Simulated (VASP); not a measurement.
Write the native input for VASP 6.6.1 that does the following.

| Quantity | Value |
| --- | --- |
| Task | single point |
| Functional | PBE |
| Potentials or basis | VASP PAW PBE potentials, release 64 (Rb_sv) |
| Cutoff | 520 eV |
| k mesh | 10 × 10 × 10 |
| Occupations | gaussian, width 0.1 eV |
| Spin | no spin polarisation |
| Dipole correction | no |
| Further INCAR settings | ALGO = Fast; EDIFF = 1e-06; NBANDS = 10 |

The structure of Rb lies in POSCAR:

```
Rb
1.0
   -2.7472750721      2.7472750721      2.7472750721
    2.7472750721     -2.7472750721      2.7472750721
    2.7472750721      2.7472750721     -2.7472750721
Rb
1
Direct
    0.0000000000      0.0000000000      0.0000000000
```

One way to write it, as run:

INCAR

```
PREC = Accurate
ENCUT = 520
EDIFF = 1E-6
ISMEAR = 0
SIGMA = 0.1
LREAL = F
LASPH = T
NELM = 100
ALGO = Fast
ISIF = 2
LWAVE = F
LCHARG = F
GGA = PE
NBANDS = 10
```

KPOINTS

```
Automatic mesh
0
Gamma
  10 10 10
```

Potentials or basis: VASP PAW PBE potentials, release 64 (Rb_sv).

Run with:

```console
$ cat potpaw_PBE.64/Rb_sv/POTCAR > POTCAR
$ mpirun -np 1 vasp_std > vasp.out
```

It gave:

| Property | Result |
| --- | --- |
| Pressure | 0.3 GPa |
| Band gap on the k mesh | zero (an odd number of electrons rules out a gap without spin polarisation) |

It took 48 s on 1 thread of Intel Xeon 8259CL (shared host), peak memory 0.21 GiB.
